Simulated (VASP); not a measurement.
# KBr (I4/mmm) in VASP: further runs

Runs on KBr. Level: HSE06. Tasks: single point.

Everything below comes from runs of VASP 6.6.1. Logs are shortened: lines on timing, memory, paths and dates and some standing lists are left out, and cuts for length are marked.

### Step 1. The cell of the first run

The structure is tetragonal, space group I4/mmm (No. 139). The conventional cell has a = 4.670 Å, b = 4.670 Å, c = 6.980 Å, α = 90.00°, β = 90.00°, γ = 90.00°. K (site symmetry 4/mmm) has 6 Br at 3.30 to 3.49 Å within 4.3 Å. Within 4.3 Å of Br (site symmetry 4/mmm) lie 6 K at 3.30 to 3.49 Å.

### Step 2. Single point, HSE06 (uniaxial x strain +5.7%)

The input, POSCAR:

```
KBr
1.0
    0.0000000000      3.3024387010      3.3024387010
    3.4900172192      0.0000000000      3.3024387010
    3.4900172192      3.3024387010      0.0000000000
K Br
1 1
Direct
    0.0000000000      0.0000000000      0.0000000000
    0.5000000000      0.5000000000      0.5000000000
```

The input, INCAR.step1:

```
SYSTEM = KBr
PREC = Accurate
ENCUT = 520
EDIFF = 1E-5
ISMEAR = 0
SIGMA = 0.01
LREAL = .FALSE.
LASPH = .TRUE.
NELM = 60
ALGO = Normal
ISIF = 2
LWAVE = .TRUE.
LCHARG = .FALSE.
NBANDS = 15
GGA = PE
```

The input, INCAR.step2:

```
SYSTEM = KBr
PREC = Accurate
ENCUT = 520
EDIFF = 1E-6
ISMEAR = 0
SIGMA = 0.01
LREAL = .FALSE.
LASPH = .TRUE.
NELM = 60
ALGO = Normal
ISIF = 2
LWAVE = .FALSE.
LCHARG = .FALSE.
GGA = PE
LHFCALC = .TRUE.
HFSCREEN = 0.2079
PRECFOCK = Normal
NBANDS = 15
ISTART = 1
```

The input, KPOINTS:

```
regular mesh
0
G
  4 4 4
  0 0 0
```

Potentials or basis: VASP PAW PBE potentials, release 64 (K_sv, Br).

Started as:

```sh
> cat potpaw_PBE.64/K_sv/POTCAR potpaw_PBE.64/Br/POTCAR > POTCAR
> cp INCAR.step1 INCAR
> mpirun -np 1 vasp_std > vasp.out
> cp INCAR.step2 INCAR
> mpirun -np 1 vasp_std > vasp.out
```

OUTCAR:

```text
SYSTEM = KBr
   PREC = Accurate
   ENCUT = 520
   EDIFF = 1E-6
   ISMEAR = 0
   LREAL = .FALSE.
   LASPH = .TRUE.
   NELM = 60
   ISIF = 2
   GGA = PE
   LHFCALC = .TRUE.
   HFSCREEN = 0.2079
   PRECFOCK = Normal
   ISTART = 1

 ion  position               nearest neighbor table
   1  0.000  0.000  0.000-
   2  0.500  0.500  0.500-

  LATTYP: Found a body centered tetragonal cell.
 ALAT       =     4.6703535999
 C/A-ratio  =     1.4945408927

  Lattice vectors:

 A1 = (   3.4900172192,   0.0000000000,   3.3024387010)
 A2 = (   3.4900172192,   0.0000000000,  -3.3024387010)
 A3 = (  -3.4900172192,   3.3024387010,   0.0000000000)

Analysis of symmetry for initial positions (statically):
=====================================================================
 Subroutine PRICEL returns:
 Original cell was already a primitive cell.

 Routine SETGRP: Setting up the symmetry group for a
 body centered tetragonal supercell.

 Subroutine GETGRP returns: Found 16 space group operations
 (whereof 16 operations were pure point group operations)
 out of a pool of 16 trial point group operations.

The static configuration has the point symmetry D_4h.

Analysis of symmetry for dynamics (positions and initial velocities):
=====================================================================
 Subroutine PRICEL returns:
 Original cell was already a primitive cell.

 Routine SETGRP: Setting up the symmetry group for a
 body centered tetragonal supercell.

 Subroutine GETGRP returns: Found 16 space group operations
 (whereof 16 operations were pure point group operations)
 out of a pool of 16 trial point group operations.

The dynamic configuration has the point symmetry D_4h.

 Subroutine INISYM returns: Found 16 space group operations
 (whereof 16 operations are pure point group operations),
 and found     1 'primitive' translations

----------------------------------------------------------------------------------------

                                     Primitive cell

  volume of cell :      76.1250

  direct lattice vectors                    reciprocal lattice vectors
     0.000000000  3.302438701  3.302438701    -0.143265769  0.151403264  0.151403264
     3.490017219  0.000000000  3.302438701     0.143265769 -0.151403264  0.151403264
     3.490017219  3.302438701  0.000000000     0.143265769  0.151403264 -0.151403264

  length of vectors
     4.670353600  4.804822740  4.804822740     0.257625654  0.257625654  0.257625654

  position of ions in fractional coordinates (direct lattice)
     0.000000000  0.000000000  0.000000000
     0.500000000  0.500000000  0.500000000

  ion indices of the primitive-cell ions
   primitive index   ion index
                 1           1
                 2           2

----------------------------------------------------------------------------------------

 KPOINTS: regular mesh

Automatic generation of k-mesh.
 Grid dimensions read from file:
 generate k-points for:    4    4    4

 Generating k-lattice:

  Cartesian coordinates                     Fractional coordinates (reciprocal lattice)
    -0.035816442  0.037850816  0.037850816     0.250000000  0.000000000  0.000000000
     0.035816442 -0.037850816  0.037850816     0.000000000  0.250000000  0.000000000
     0.035816442  0.037850816 -0.037850816     0.000000000  0.000000000  0.250000000

  Length of vectors
     0.064406413  0.064406413  0.064406413

  Shift w.r.t. Gamma in fractional coordinates (k-lattice)
     0.000000000  0.000000000  0.000000000

 Subroutine IBZKPT returns following result:
 ===========================================

 Found     13 irreducible k-points:

 Following reciprocal coordinates:
            Coordinates               Weight
  0.000000  0.000000  0.000000      1.000000
  0.250000  0.000000  0.000000      8.000000
  0.500000  0.000000  0.000000      4.000000
  0.250000  0.250000  0.000000      4.000000
  0.500000  0.250000  0.000000     16.000000
 -0.250000  0.250000  0.000000      8.000000
  0.500000  0.500000  0.000000      2.000000
  0.000000  0.250000  0.250000      2.000000
  0.500000  0.250000  0.250000      4.000000
 -0.250000  0.250000  0.250000      8.000000
 -0.250000  0.500000  0.250000      4.000000
  0.500000 -0.250000  0.250000      2.000000
  0.000000  0.500000  0.500000      1.000000
   k-points           NKPTS =     13   k-points in BZ     NKDIM =     64   number of bands    NBANDS=     15
   number of dos      NEDOS =    301   number of ions     NIONS =      2
   total plane-waves  NPLWV =  46656
   dimension x,y,z NGX =    36 NGY =   36 NGZ =   36
   dimension x,y,z NGXF=    72 NGYF=   72 NGZF=   72
   ions per type =               1   1
   NGX,Y,Z   is equivalent  to a cutoff of  12.81, 12.46, 12.46 a.u.
   NGXF,Y,Z  is equivalent  to a cutoff of  25.63, 24.91, 24.91 a.u.
 SYSTEM =  KBr
   PREC   = accura    normal or accurate (medium, high low for compatibility)
   ISTART =      1    job   : 0-new  1-cont  2-samecut
   ICHARG =      0    charge: 1-file 2-atom 10-const
   ISPIN  =      1    spin polarized calculation?
   LNONCOLLINEAR =      F non collinear calculations
   LSORBIT =      F    spin-orbit coupling
   LASPH  =      T    aspherical Exc in radial PAW
   ENCUT  =  520.0 eV  38.22 Ry    6.18 a.u.   8.68  8.93  8.93*2*pi/ulx,y,z
   NELM   =     60;   NELMIN=  2; NELMDL=  0     # of ELM steps
   EDIFF  = 0.1E-05   stopping-criterion for ELM
   LREAL  =      F    real-space projection
   EDIFFG = 0.1E-04   stopping-criterion for IOM
   NSW    =      0    number of steps for IOM
   IBRION =     -1    ionic relax: 0-MD 1-quasi-New 2-CG
   NFREE  =      0    steps in history (QN), initial steepest desc. (CG)
   ISIF   =      2    stress and relaxation
   ISYM   =      3    0-nonsym 1-usesym 2-fastsym
   POTIM  = 0.5000    time-step for ionic-motion
   TEBEG  =    0.0;   TEEND  =   0.0 temperature during run
   PSTRESS=    0.0 pullay stress
   NELECT =      16.0000    total number of electrons
   NUPDOWN=      -1.0000    fix difference up-down
   EMIN   =  10.00;   EMAX   =-10.00  energy-range for DOS
   EFERMI =   0.00;   METHOD = LEGACY
   ISMEAR =     0;   SIGMA  =   0.01  broadening in eV -4-tet -1-fermi 0-gaus
   EFERMI_NEDOS =   21; number of points for ismear=-14 and -15
   IALGO  =     38    algorithm
   IMIX   =      1    mixing-type and parameters
     AMIX     =   0.40;   BMIX     =  1.00
     AMIX_MAG =   1.60;   BMIX_MAG =  1.00
  volume/ion in A,a.u.               =      38.06       256.86
  Fermi-wavevector in a.u.,A,eV,Ry     =   0.973358  1.839379 12.890502  0.947425
  Thomas-Fermi vector in A             =   2.103731
   LORBIT       =      0    0 simple, 1 ext, 2 COOP (PROOUT), +10 PAW based schemes
   GGA     = PE    functional components
   LHFCALC =     T    Hartree Fock is set to
   PRECFOCK=normal    Normal, Fast or Accurate (Low or Medium for compatibility)
   ENCUT4O =  -1.0   cutoff for four orbital integrals eV
   NKREDX  =     1    reduce k-point grid by
   NKREDY  =     1    reduce k-point grid by
   NKREDZ  =     1    reduce k-point grid by
   AEXX    =    0.2500 exact exchange contribution
   HFSCREEN=    0.2079 screening length (either q_TF or 0.3 A-1)
   HFSCREENC=   0.2079 screening length for correlation (either q_TF or 0.3 A-1)
   ENCUTFOCK=  -1.0 apply spherical cutoff to Coloumb kernel
   IVDW    =     0    specifies the selected vdW correction
   LEPSILON=     F    determine dielectric tensor
   LRPA    =     F    only Hartree local field effects (RPA)
 non-spin polarized calculation
 Gauss-broadening in eV      SIGMA  =   0.01
  energy-cutoff  :      520.00
  volume of cell :       76.12
 maximum number of plane-waves:      2084
 NGX is ok and might be reduce to    36
  NGX = 28; NGY = 28; NGZ = 28

 number of electron      16.0000001 magnetization

 Free energy of the ion-electron system (eV)
  ---------------------------------------------------
  ext. energy  EPLUGINS =         0.00000000
  ---------------------------------------------------
  free energy    TOTEN  =        -7.16006236 eV

  energy without entropy =       -7.16006236  energy(sigma->0) =       -7.16006236

 E-fermi :  -2.6879     XC(G=0):  -5.9989

 val. band max:       -2.8240131661   @ k =   0.0000   0.0000   0.0000
 cond. band min:       2.6066331870   @ k =   0.0000   0.0000   0.0000
 fundamental gap:      5.4306463530
 Fermi energy:        -2.6878610228

 k-point     1 :       0.0000    0.0000    0.0000
  band No.  band energies     occupation
      1     -32.9150      2.00000
      2     -16.0826      2.00000
      3     -15.0390      2.00000
      4     -15.0346      2.00000
      5     -15.0346      2.00000
      6      -2.8333      2.00000
      7      -2.8240      2.00000
      8      -2.8240      2.00000
      9       2.6066      0.00000
     10       5.9028      0.00000
     11       6.2308      0.00000
     12       6.2308      0.00000
     13       6.9129      0.00000
     14       7.1643      0.00000
     15       9.7652      0.00000

 k-point     2 :       0.2500    0.0000    0.0000
  band No.  band energies     occupation
      1     -32.9128      2.00000
      2     -16.1734      2.00000
      3     -15.0426      2.00000
      4     -15.0335      2.00000
      5     -14.9055      2.00000
      6      -3.4511      2.00000
      7      -2.9854      2.00000
      8      -2.9799      2.00000
      9       3.8223      0.00000
     10       5.8805      0.00000
     11       6.7277      0.00000
     12       6.9193      0.00000
     13       7.6338      0.00000
     14       7.9161      0.00000
     15      10.5616      0.00000
[... 167 lines left out ...]
      3     -15.0919      2.00000
      4     -15.0919      2.00000
      5     -14.9944      2.00000
      6      -3.4073      2.00000
      7      -3.4073      2.00000
      8      -3.2561      2.00000
      9       5.6351      0.00000
     10       5.6351      0.00000
     11       6.5700      0.00000
     12       7.4699      0.00000
     13       8.8945      0.00000
     14       9.2985      0.00000
     15       9.6838      0.00000

 k-point    13 :       0.0000    0.5000    0.5000
  band No.  band energies     occupation
      1     -32.9103      2.00000
      2     -15.9949      2.00000
      3     -15.1075      2.00000
      4     -15.0588      2.00000
      5     -15.0588      2.00000
      6      -3.6555      2.00000
      7      -3.0663      2.00000
      8      -3.0663      2.00000
      9       4.3434      0.00000
     10       5.4131      0.00000
     11       7.4032      0.00000
     12       7.9709      0.00000
     13       8.2526      0.00000
     14       9.5409      0.00000
     15       9.5409      0.00000

------------------------ aborting loop because EDIFF is reached ----------------------------------------

  FORCE on cell =-STRESS in cart. coord.  units (eV):
  Direction    XX          YY          ZZ          XY          YZ          ZX
  --------------------------------------------------------------------------------------
  -------------------------------------------------------------------------------------
  Total       -0.4818491      0.0734547      0.0734547      0.0000000      0.0000000     -0.0000000
  in kB      -10.1413208      1.5459768      1.5459768      0.0000000      0.0000000     -0.0000000
  external PRESSURE =      -2.3497891 kB  Pullay stress =       0.0000000 kB

 VOLUME and BASIS-vectors are now :
 -----------------------------------------------------------------------------
  energy-cutoff  :      520.00
  volume of cell :       76.12
      direct lattice vectors                 reciprocal lattice vectors
     0.000000000  3.302438701  3.302438701    -0.143265769  0.151403264  0.151403264
     3.490017219  0.000000000  3.302438701     0.143265769 -0.151403264  0.151403264
     3.490017219  3.302438701  0.000000000     0.143265769  0.151403264 -0.151403264

 POSITION                                       TOTAL-FORCE (eV/Angst)
 -----------------------------------------------------------------------------------
      0.00000      0.00000      0.00000         0.000000      0.000000     -0.000000
      3.49002      3.30244      3.30244         0.000000     -0.000000      0.000000
 -----------------------------------------------------------------------------------
    total drift:                               -0.000000     -0.000000      0.000000

  FREE ENERGIE OF THE ION-ELECTRON SYSTEM (eV)
  ---------------------------------------------------
  free  energy   TOTEN  =        -7.1600623558 eV

  energy  without entropy=       -7.1600623558  energy(sigma->0) =       -7.16006236
```

Wall time 12 min (1 thread of AMD EPYC 7R43 (Zen 3), shared host); peak memory 0.29 GiB.

Results:

- Free energy: -7.1601 eV
- Pressure: -0.2 GPa
- Band gap on the k mesh: 5.43 eV

Levels at points of the mesh, in eV from the valence-band top:
```
           k point  band 4  band 5  band 6  band 7  band 8  band 9  band 10  band 11  band 12  band 13
(0.00, 0.00, 0.00)  -12.21  -12.21   -0.01    0.00    0.00    5.43     8.73     9.05     9.05     9.74
(0.50, 0.00, 0.00)  -12.21  -11.97   -1.12   -0.31   -0.30    7.61     9.32    10.97    11.20    11.23
(0.50, 0.50, 0.00)  -12.25  -12.24   -0.79   -0.34   -0.28    7.09     8.29    10.53    10.90    11.12
(0.00, 0.50, 0.50)  -12.23  -12.23   -0.83   -0.24   -0.24    7.17     8.24    10.23    10.79    11.08
```

Caveat: the cell differs from its parent crystal (uniaxial x strain +5.7%); the PAW data sets were made with another functional, which shifts forces and pressure a little.

### Step 3. Single point, HSE06 (biaxial xy strain +4.6%)

The input, POSCAR:

```
KBr
1.0
    0.0000000000      3.4540206374      3.3024387010
    3.4540206374      0.0000000000      3.3024387010
    3.4540206374      3.4540206374      0.0000000000
K Br
1 1
Direct
    0.0000000000      0.0000000000      0.0000000000
    0.5000000000      0.5000000000      0.5000000000
```

The input, INCAR.step1:

```
SYSTEM = KBr
PREC = Accurate
ENCUT = 520
EDIFF = 1E-5
ISMEAR = 0
SIGMA = 0.01
LREAL = .False.
LASPH = .True.
NELM = 60
ALGO = Normal
ISIF = 2
LWAVE = .True.
LCHARG = .False.
GGA = PE
NBANDS = 15
```

The input, INCAR.step2:

```
SYSTEM = KBr
PREC = Accurate
ENCUT = 520
EDIFF = 1E-6
ISMEAR = 0
SIGMA = 0.01
LREAL = .False.
LASPH = .True.
NELM = 60
ALGO = Normal
ISIF = 2
LWAVE = .False.
LCHARG = .False.
GGA = PE
LHFCALC = .True.
HFSCREEN = 0.2079
PRECFOCK = Normal
ISTART = 1
NBANDS = 15
```

The input, KPOINTS:

```
regular mesh
0
Gamma
  4 4 4
  0 0 0
```

Potentials or basis: VASP PAW PBE potentials, release 64 (K_sv, Br).

Started as:

```sh
> cat potpaw_PBE.64/K_sv/POTCAR potpaw_PBE.64/Br/POTCAR > POTCAR
> cp INCAR.step1 INCAR
> mpirun -np 1 vasp_std > vasp.out
> cp INCAR.step2 INCAR
> mpirun -np 1 vasp_std > vasp.out
```

OUTCAR:

```text
SYSTEM = KBr
   PREC = Accurate
   ENCUT = 520
   EDIFF = 1E-6
   ISMEAR = 0
   LREAL = .False.
   LASPH = .True.
   NELM = 60
   ISIF = 2
   GGA = PE
   LHFCALC = .True.
   HFSCREEN = 0.2079
   PRECFOCK = Normal
   ISTART = 1

 ion  position               nearest neighbor table
   1  0.000  0.000  0.000-
   2  0.500  0.500  0.500-

  LATTYP: Found a body centered tetragonal cell.
 ALAT       =     4.8847228301
 C/A-ratio  =     1.3521498827

  Lattice vectors:

 A1 = (   0.0000000000,  -3.4540206374,  -3.3024387010)
 A2 = (   0.0000000000,   3.4540206374,  -3.3024387010)
 A3 = (   3.4540206374,   0.0000000000,   3.3024387010)

Analysis of symmetry for initial positions (statically):
=====================================================================
 Subroutine PRICEL returns:
 Original cell was already a primitive cell.

 Routine SETGRP: Setting up the symmetry group for a
 body centered tetragonal supercell.

 Subroutine GETGRP returns: Found 16 space group operations
 (whereof 16 operations were pure point group operations)
 out of a pool of 16 trial point group operations.

[... 171 lines left out ...]
      5     -15.2351      2.00000
      6      -2.9463      2.00000
      7      -2.9463      2.00000
      8      -2.9446      2.00000
      9       2.3976      0.00000
     10       5.8906      0.00000
     11       5.8906      0.00000
     12       6.1494      0.00000
     13       6.7572      0.00000
     14       6.9911      0.00000
[... 203 lines left out ...]
      2     -16.1990      2.00000
      3     -15.2773      2.00000
      4     -15.2773      2.00000
      5     -15.1010      2.00000
      6      -3.4824      2.00000
      7      -3.4824      2.00000
      8      -3.4741      2.00000
      9       5.6499      0.00000
     10       5.6499      0.00000
     11       6.2232      0.00000
     12       7.0838      0.00000
     13       9.0569      0.00000
     14       9.1940      0.00000
     15       9.7125      0.00000

------------------------ aborting loop because EDIFF is reached ----------------------------------------

  FORCE on cell =-STRESS in cart. coord.  units (eV):
  Direction    XX          YY          ZZ          XY          YZ          ZX
  --------------------------------------------------------------------------------------
  -------------------------------------------------------------------------------------
  Total       -0.4889349     -0.4889349     -0.0173296      0.0000000      0.0000000      0.0000000
  in kB       -9.9413867     -9.9413867     -0.3523592      0.0000000      0.0000000      0.0000000
  external PRESSURE =      -6.7450442 kB  Pullay stress =       0.0000000 kB

 VOLUME and BASIS-vectors are now :
 -----------------------------------------------------------------------------
  energy-cutoff  :      520.00
  volume of cell :       78.80
      direct lattice vectors                 reciprocal lattice vectors
     0.000000000  3.454020637  3.302438701    -0.144758834  0.144758834  0.151403264
     3.454020637  0.000000000  3.302438701     0.144758834 -0.144758834  0.151403264
     3.454020637  3.454020637  0.000000000     0.144758834  0.144758834 -0.151403264

 POSITION                                       TOTAL-FORCE (eV/Angst)
 -----------------------------------------------------------------------------------
      0.00000      0.00000      0.00000         0.000000     -0.000000     -0.000000
      3.45402      3.45402      3.30244        -0.000000      0.000000      0.000000
 -----------------------------------------------------------------------------------
    total drift:                               -0.000000      0.000000     -0.000000

  FREE ENERGIE OF THE ION-ELECTRON SYSTEM (eV)
  ---------------------------------------------------
  free  energy   TOTEN  =        -7.1548719933 eV

  energy  without entropy=       -7.1548719933  energy(sigma->0) =       -7.15487199
```

OSZICAR.step1:

```text
N       E                     dE             d eps       ncg     rms          rms(c)
DAV:   1     0.902711174677E+02    0.90271E+02   -0.64350E+03   390   0.901E+02
DAV:   2    -0.583493992325E+00   -0.90855E+02   -0.84915E+02   517   0.226E+02
DAV:   3    -0.616171558672E+01   -0.55782E+01   -0.55513E+01   495   0.475E+01
DAV:   4    -0.640865844086E+01   -0.24694E+00   -0.24683E+00   652   0.832E+00
DAV:   5    -0.640988501490E+01   -0.12266E-02   -0.12266E-02   509   0.655E-01    0.274E+00
DAV:   6    -0.621438538286E+01    0.19550E+00   -0.24732E-01   509   0.226E+00    0.197E+00
DAV:   7    -0.619954012859E+01    0.14845E-01   -0.11752E-01   516   0.177E+00    0.952E-01
DAV:   8    -0.620998980096E+01   -0.10450E-01   -0.14849E-02   444   0.830E-01    0.119E-01
DAV:   9    -0.621082474586E+01   -0.83494E-03   -0.94160E-04   523   0.184E-01    0.830E-02
DAV:  10    -0.621116941471E+01   -0.34467E-03   -0.37643E-04   404   0.112E-01    0.174E-02
DAV:  11    -0.621117985171E+01   -0.10437E-04   -0.27229E-05   563   0.264E-02    0.459E-03
DAV:  12    -0.621118308069E+01   -0.32290E-05   -0.39105E-06   293   0.136E-02
   1 F= -.62111831E+01 E0= -.62111831E+01  d E =-.319000E-11
```

Wall time 7.3 min (1 thread of Intel Xeon Platinum 8488C (Sapphire Rapids), shared host); peak memory 0.32 GiB.

What came out:

* Free energy: -7.1549 eV
* Pressure: -0.7 GPa
* Band gap on the k mesh: 5.34 eV

Caveat: the cell differs from its parent crystal (biaxial xy strain +4.6%); the PAW data sets were made with another functional, which shifts forces and pressure a little.
